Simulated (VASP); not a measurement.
Crystal: Ca.

```
CELL_PARAMETERS angstrom
-2.22000 2.22000 2.22000
2.22000 -2.22000 2.22000
2.22000 2.22000 -2.22000
ATOMIC_POSITIONS crystal
Ca 0.00000 0.00000 0.00000
```

This isn't the form of Ca at room conditions, which is fcc.

| Property | Result |
| --- | --- |
| Program | VASP 6.6.1 |
| Task | relaxation of cell and atoms |
| Functional | LDA |
| Potentials or basis | VASP PAW LDA potentials, release 64 (Ca_sv) |
| Cutoff | 500 eV |
| k mesh | 15 × 15 × 15 |
| Occupations | fermi-dirac, width 0.1 eV |
| Spin | no spin polarisation |

At the start: pressure -2.2 GPa; volume 43.76 Å³/atom.

Q: Where does the relaxation end?

A: Over 4 steps the energy falls by 45.0 meV/atom and the volume is 37.78 Å³/atom (-13.7 %); space group Im-3m (No. 229, to 0.1 Å) before and after.

The path:
```csv
step,energy change (eV),largest force (eV/Å),pressure (GPa),volume (Å³)
1,0.0000,0.0000,-2.19,43.76
2,-0.0375,0.0000,-1.01,40.09
3,-0.0449,0.0000,-0.12,38.04
4,-0.0450,0.0000,0.00,37.78
```

Final structure:
```
CELL_PARAMETERS angstrom
-2.11388 2.11388 2.11388
2.11388 -2.11388 2.11388
2.11388 2.11388 -2.11388
ATOMIC_POSITIONS crystal
Ca 0.00000 0.00000 0.00000
```
